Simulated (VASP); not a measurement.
# Cu (P6_3/mmc) in VASP: a series of runs, part 2 of 2

VASP 6.6.1. The steps go on from the part before.

**5. Single point, r2SCAN (functional r2SCAN, strained)**

File POSCAR:

```
Cu
1.0
    2.6654389002      0.0000000000      0.0000000000
   -1.3327194501      2.3083377998      0.0000000000
    0.0000000000      0.0000000000      3.9555941649
Cu
2
Direct
    0.3333333300      0.6666666700      0.2500000000
    0.6666666700      0.3333333300      0.7500000000
```

File INCAR.step1:

```
SYSTEM = Cu
  PREC = Accurate
  ENCUT = 520
  ISMEAR = 0
  SIGMA = 0.1
  LREAL = .False.
  LASPH = .True.
  NELM = 80
  NBANDS = 18
  GGA = PE
  ALGO = Normal
  EDIFF = 1E-4
  LWAVE = .True.
  LCHARG = .False.
```

File INCAR.step2:

```
SYSTEM = Cu
  PREC = Accurate
  ENCUT = 520
  EDIFF = 1E-6
  ISMEAR = 0
  SIGMA = 0.1
  LREAL = .False.
  LASPH = .True.
  NELM = 80
  ALGO = Normal
  ISIF = 2
  LWAVE = .False.
  LCHARG = .True.
  METAGGA = R2SCAN
  LMIXTAU = .True.
  LELF = .True.
  LVHAR = .True.
  NBANDS = 18
  ISTART = 1
```

File KPOINTS:

```
regular mesh
0
Gamma
  18 18 10
  0 0 0
```

Potentials or basis: VASP PAW PBE potentials, release 64 (Cu).

On the command line:

```bash
$ cat potpaw_PBE.64/Cu/POTCAR > POTCAR
$ cp INCAR.step1 INCAR
$ mpirun -np 1 vasp_std > vasp.out
$ cp INCAR.step2 INCAR
$ mpirun -np 1 vasp_std > vasp.out
```

OUTCAR:

```text
SYSTEM = Cu
   PREC = Accurate
   ENCUT = 520
   EDIFF = 1E-6
   ISMEAR = 0
   LREAL = .False.
   LASPH = .True.
   NELM = 80
   ISIF = 2
   METAGGA = R2SCAN
   ISTART = 1

 ion  position               nearest neighbor table
   1  0.333  0.667  0.250-   2 2.51   2 2.51   2 2.51   2 2.51   2 2.51   2 2.51
   2  0.667  0.333  0.750-   1 2.51   1 2.51   1 2.51   1 2.51   1 2.51   1 2.51

  LATTYP: Found a hexagonal cell.
 ALAT       =     2.6654389002
 C/A-ratio  =     1.4840310782

  Lattice vectors:

 A1 = (   2.6654389002,   0.0000000000,   0.0000000000)
 A2 = (  -1.3327194501,   2.3083377998,   0.0000000000)
 A3 = (   0.0000000000,   0.0000000000,   3.9555941649)

Analysis of symmetry for initial positions (statically):
=====================================================================
 Subroutine PRICEL returns:
 Original cell was already a primitive cell.

 Routine SETGRP: Setting up the symmetry group for a
 hexagonal supercell.

 Subroutine GETGRP returns: Found 24 space group operations
 (whereof 12 operations were pure point group operations)
 out of a pool of 24 trial point group operations.

The static configuration has the point symmetry D_3d.
 The point group associated with its full space group is D_6h.

Analysis of symmetry for dynamics (positions and initial velocities):
=====================================================================
 Subroutine PRICEL returns:
 Original cell was already a primitive cell.

 Routine SETGRP: Setting up the symmetry group for a
 hexagonal supercell.

 Subroutine GETGRP returns: Found 24 space group operations
 (whereof 12 operations were pure point group operations)
 out of a pool of 24 trial point group operations.

The dynamic configuration has the point symmetry D_3d.
 The point group associated with its full space group is D_6h.

 Subroutine INISYM returns: Found 24 space group operations
 (whereof 12 operations are pure point group operations),
 and found     1 'primitive' translations

----------------------------------------------------------------------------------------

                                     Primitive cell

  volume of cell :      24.3377

  direct lattice vectors                    reciprocal lattice vectors
     2.665438900  0.000000000  0.000000000     0.375172734  0.216606079  0.000000000
    -1.332719450  2.308337800  0.000000000     0.000000000  0.433212158  0.000000000
     0.000000000  0.000000000  3.955594165     0.000000000  0.000000000  0.252806521

  length of vectors
     2.665438900  2.665438900  3.955594165     0.433212158  0.433212158  0.252806521

  position of ions in fractional coordinates (direct lattice)
     0.333333330  0.666666670  0.250000000
     0.666666670  0.333333330  0.750000000

  ion indices of the primitive-cell ions
   primitive index   ion index
                 1           1
                 2           2

----------------------------------------------------------------------------------------

 KPOINTS: regular mesh

Automatic generation of k-mesh.
 Grid dimensions read from file:
 generate k-points for:   18   18   10

 Generating k-lattice:

  Cartesian coordinates                     Fractional coordinates (reciprocal lattice)
     0.020842930  0.012033671  0.000000000     0.055555556  0.000000000  0.000000000
     0.000000000  0.024067342  0.000000000     0.000000000  0.055555556  0.000000000
     0.000000000  0.000000000  0.025280652     0.000000000  0.000000000  0.100000000

  Length of vectors
     0.024067342  0.024067342  0.025280652

  Shift w.r.t. Gamma in fractional coordinates (k-lattice)
     0.000000000  0.000000000  0.000000000

 Subroutine IBZKPT returns following result:
 ===========================================

 Found    222 irreducible k-points:

 Following reciprocal coordinates:
            Coordinates               Weight
  0.000000  0.000000  0.000000      1.000000
  0.055556  0.000000  0.000000      6.000000
  0.111111  0.000000  0.000000      6.000000
  0.166667  0.000000  0.000000      6.000000
  0.222222  0.000000  0.000000      6.000000
  0.277778  0.000000  0.000000      6.000000
[... 16 lines left out ...]
  0.333333  0.111111  0.000000     12.000000
  0.388889  0.111111  0.000000     12.000000
 [... further k-points ...]
   k-points           NKPTS =    222   k-points in BZ     NKDIM =    222   number of bands    NBANDS=     18
   number of dos      NEDOS =    301   number of ions     NIONS =      2
   total plane-waves  NPLWV =  12000
   dimension x,y,z NGX =    20 NGY =   20 NGZ =   30
   dimension x,y,z NGXF=    40 NGYF=   40 NGZF=   60
   ions per type =               2
   NGX,Y,Z   is equivalent  to a cutoff of  12.47, 12.47, 12.61 a.u.
   NGXF,Y,Z  is equivalent  to a cutoff of  24.95, 24.95, 25.22 a.u.
 SYSTEM =  Cu
   PREC   = accura    normal or accurate (medium, high low for compatibility)
   ISTART =      1    job   : 0-new  1-cont  2-samecut
   ICHARG =      0    charge: 1-file 2-atom 10-const
   ISPIN  =      1    spin polarized calculation?
   LNONCOLLINEAR =      F non collinear calculations
   LSORBIT =      F    spin-orbit coupling
   LASPH  =      T    aspherical Exc in radial PAW
   ENCUT  =  520.0 eV  38.22 Ry    6.18 a.u.   4.96  4.96  7.35*2*pi/ulx,y,z
   NELM   =     80;   NELMIN=  2; NELMDL=  0     # of ELM steps
   EDIFF  = 0.1E-05   stopping-criterion for ELM
   LREAL  =      F    real-space projection
   EDIFFG = 0.1E-04   stopping-criterion for IOM
   NSW    =      0    number of steps for IOM
   IBRION =     -1    ionic relax: 0-MD 1-quasi-New 2-CG
   NFREE  =      0    steps in history (QN), initial steepest desc. (CG)
   ISIF   =      2    stress and relaxation
   ISYM   =      2    0-nonsym 1-usesym 2-fastsym
   POTIM  = 0.5000    time-step for ionic-motion
   TEBEG  =    0.0;   TEEND  =   0.0 temperature during run
   PSTRESS=    0.0 pullay stress
   NELECT =      22.0000    total number of electrons
   NUPDOWN=      -1.0000    fix difference up-down
   EMIN   =  10.00;   EMAX   =-10.00  energy-range for DOS
   EFERMI =   0.00;   METHOD = LEGACY
   ISMEAR =     0;   SIGMA  =   0.10  broadening in eV -4-tet -1-fermi 0-gaus
   EFERMI_NEDOS =   21; number of points for ismear=-14 and -15
   IALGO  =     38    algorithm
   IMIX   =      4    mixing-type and parameters
     AMIX     =   0.40;   BMIX     =  1.00
     AMIX_MAG =   1.60;   BMIX_MAG =  1.00
  volume/ion in A,a.u.               =      12.17        82.12
  Fermi-wavevector in a.u.,A,eV,Ry     =   1.582908  2.991263 34.090744  2.505599
  Thomas-Fermi vector in A             =   2.682760
   LORBIT       =      0    0 simple, 1 ext, 2 COOP (PROOUT), +10 PAW based schemes
   METAGGA = R2SCAN    functional components
   LHFCALC =     F    Hartree Fock is set to
   AEXX    =    0.0000 exact exchange contribution
   IVDW    =     0    specifies the selected vdW correction
   LEPSILON=     F    determine dielectric tensor
   LRPA    =     F    only Hartree local field effects (RPA)
 non-spin polarized calculation
 Gauss-broadening in eV      SIGMA  =   0.10
  energy-cutoff  :      520.00
  volume of cell :       24.34
 maximum number of plane-waves:       671
 NGX is ok and might be reduce to    20
   NGX =  9   NGY =  9   NGZ = 15

 number of electron      22.0000015 magnetization

 Free energy of the ion-electron system (eV)
  ---------------------------------------------------
  ext. energy  EPLUGINS =         0.00000000
  ---------------------------------------------------
  free energy    TOTEN  =       -21.53309313 eV

  energy without entropy =      -21.53018380  energy(sigma->0) =      -21.53163847

 E-fermi :   7.0543     XC(G=0): -13.5335

 val. band max:        6.9727459726   @ k =   0.1667   0.1111   0.3000
 cond. band min:       7.0594831656   @ k =   0.5000   0.0000   0.4000
 fundamental gap:      0.0867371930
 Fermi energy:         7.0543388415

 k-point     1 :       0.0000    0.0000    0.0000
  band No.  band energies     occupation
      1      -2.3915      2.00000
      2       2.1082      2.00000
      3       4.0298      2.00000
      4       4.0301      2.00000
      5       4.2712      2.00000
      6       4.2713      2.00000
[... 10 lines left out ...]
     17      29.1804      0.00000
     18      29.1807      0.00000
[... 463 lines left out ...]
 k-point    24 :       0.3889    0.1111    0.0000
  band No.  band energies     occupation
      1       2.0862      2.00000
      2       2.6291      2.00000
      3       2.7735      2.00000
      4       3.5003      2.00000
      5       3.7152      2.00000
      6       4.1809      2.00000
[... 10 lines left out ...]
     17      20.1428      0.00000
     18      26.2301      0.00000

 [... further k-points ...]

------------------------ aborting loop because EDIFF is reached ----------------------------------------

  FORCE on cell =-STRESS in cart. coord.  units (eV):
  Direction    XX          YY          ZZ          XY          YZ          ZX
  --------------------------------------------------------------------------------------
  -------------------------------------------------------------------------------------
  Total       -1.6656172     -1.6656172      0.4163127      0.0000000      0.0000000      0.0000000
  in kB     -109.6493221   -109.6493221     27.4063014      0.0000000      0.0000000      0.0000000
  external PRESSURE =     -63.9641143 kB  Pullay stress =       0.0000000 kB

 VOLUME and BASIS-vectors are now :
 -----------------------------------------------------------------------------
  energy-cutoff  :      520.00
  volume of cell :       24.34
      direct lattice vectors                 reciprocal lattice vectors
     2.665438900  0.000000000  0.000000000     0.375172734  0.216606079  0.000000000
    -1.332719450  2.308337800  0.000000000     0.000000000  0.433212158  0.000000000
     0.000000000  0.000000000  3.955594165     0.000000000  0.000000000  0.252806521

 POSITION                                       TOTAL-FORCE (eV/Angst)
 -----------------------------------------------------------------------------------
     -0.00000      1.53889      0.98890         0.000000     -0.000000      0.000000
      1.33272      0.76945      2.96670        -0.000000      0.000000      0.000000
 -----------------------------------------------------------------------------------
    total drift:                               -0.000001      0.000000     -0.000000

  FREE ENERGIE OF THE ION-ELECTRON SYSTEM (eV)
  ---------------------------------------------------
  free  energy   TOTEN  =       -21.5330931339 eV

  energy  without entropy=      -21.5301838006  energy(sigma->0) =      -21.53163847
```

Wall time 9.1 min (1 thread of AMD EPYC 7R13, shared host); peak memory 0.17 GiB.

Results:

```yaml
Free_energy: -21.5331 eV
Pressure: -6.4 GPa
Band_gap_on_the_k_mesh: zero (band 11 reaches 10.71 eV, above the bottom of band 12 at 5.06 eV)
```

Caveat: the cell differs from its parent crystal (functional r2SCAN, strained); the PAW data sets were made with another functional, which shifts forces and pressure a little.

**6. The runs side by side**

| level | cell | gap on the mesh (eV) | pressure (GPa) |
| --- | --- | --- | --- |
| PBE | a = 2.605, b = 2.605, c = 4.289 Å, angles 90.0, 90.0, 120.0°, 2 atoms | none | -5.7 |
| PBE | a = 2.609, b = 2.609, c = 4.295 Å, angles 90.0, 90.0, 120.0°, 2 atoms | none | -5.9 |
| PBE | a = 2.657, b = 2.657, c = 4.250 Å, angles 90.0, 90.0, 120.0°, 2 atoms | none | -8.4 |
| r2SCAN | a = 2.665, b = 2.665, c = 3.956 Å, angles 90.0, 90.0, 120.0°, 2 atoms | none | -6.4 |

Alike in all rows: task single point; potentials or basis VASP PAW PBE potentials, release 64 (Cu); no spin polarisation; k mesh 18 × 18 × 10; cutoff (eV) 520; smearing gaussian 0.1 eV.

Caveats: the PAW data sets were made with another functional, which shifts forces and pressure a little (some runs).

Total energies depend on the potentials used, so only differences within one code and one set of settings carry meaning.
